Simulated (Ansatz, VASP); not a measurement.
**Ga in VASP and in Ansatz**

File POSCAR:

```
Ga
1.0
   -1.3843987196      1.3843987196      2.3112238365
    1.3843987196     -1.3843987196      2.3112238365
    1.3843987196      1.3843987196     -2.3112238365
Ga
1
Direct
    0.0000000000      0.0000000000      0.0000000000
```

The input INCAR.step1:

```
PREC = Accurate
ENCUT = 520
EDIFF = 1E-5
ISMEAR = -1
SIGMA = 0.05
LREAL = False
LASPH = True
NELM = 60
ALGO = Normal
ISIF = 2
LWAVE = True
NBANDS = 12
GGA = PE
```

File INCAR.step2:

```
PREC = Accurate
ENCUT = 520
EDIFF = 1E-7
ISMEAR = -1
SIGMA = 0.05
LREAL = False
LASPH = True
NELM = 60
ALGO = Normal
ISIF = 2
LWAVE = False
LCHARG = True
GGA = PE
LHFCALC = True
HFSCREEN = 0.2079
PRECFOCK = Normal
LELF = True
LVHAR = True
NBANDS = 12
ISTART = 1
```

KPOINTS

```
regular mesh
0
Gamma
  7 7 7
```

The input input:

```
crystal:
  lattice:
    - [-1.3843987196, 1.3843987196, 2.3112238365]
    - [1.3843987196, -1.3843987196, 2.3112238365]
    - [1.3843987196, 1.3843987196, -2.3112238365]
  atoms:
    - { symbol: Ga, position: [0.0, 0.0, 0.0] }
hamiltonian:
  xc: hse06
  pseudopotentials: { kind: paw }
kpoints:
  mp_grid: { grid: [7, 7, 7] }
  band_path:
    path:
      - [[0.0, 0.0, 0.0], [0.0, 0.0, 0.5], [-0.1793941871, 0.1793941871, 0.5], [-0.3396970935, 0.3396970935, 0.3396970935], [0.0, 0.0, 0.0], [0.5, 0.5, -0.5], [0.3396970935, 0.6603029065, -0.3396970935], [0.0, 0.5, 0.0], [0.25, 0.25, 0.25], [0.5, 0.5, -0.1793941871], [0.5, 0.5, -0.5]]
      - [[0.0, 0.0, 0.5], [0.25, 0.25, 0.25]]
    npoints: 4
scf:
  occupations: { method: fermi_dirac, width: 0.05 }
  n_extra_bands: 6
output:
  forces: true
  stress: true
  eigenvalues: true
  fatbands: false
  write_density: true
  write_potential: true
  elf: true
  volumetric_format: npy
```

Alike in both runs: functional HSE06; k mesh 7 × 7 × 7; occupations fermi-dirac, width 0.05 eV; no spin polarisation.

|  | VASP | Ansatz |
| --- | --- | --- |
| version | VASP 6.6.1 | Ansatz 0.2.0 |
| potentials or method | VASP PAW PBE potentials, release 64 (Ga_d) | Ansatz PAW |
| plane-wave cutoff (eV) | 520 | 420 |
| valence electrons in the cell | 13 | 13 |
| task | single point | band structure |

|  | VASP | Ansatz | Ansatz less VASP |
| --- | --- | --- | --- |
| gap on the k mesh at the Fermi level (eV) | none | none | - |
| pressure (GPa) | 2.6 | 2.4 | -0.21 |
| traceless stress, the component that is largest in VASP (GPa) | -5.44 | -5.39 | +0.040 |

A gap of «none» marks a metal or a gap that the smearing closes.

The k mesh is coarse, so the values compare programs but aren't converged.
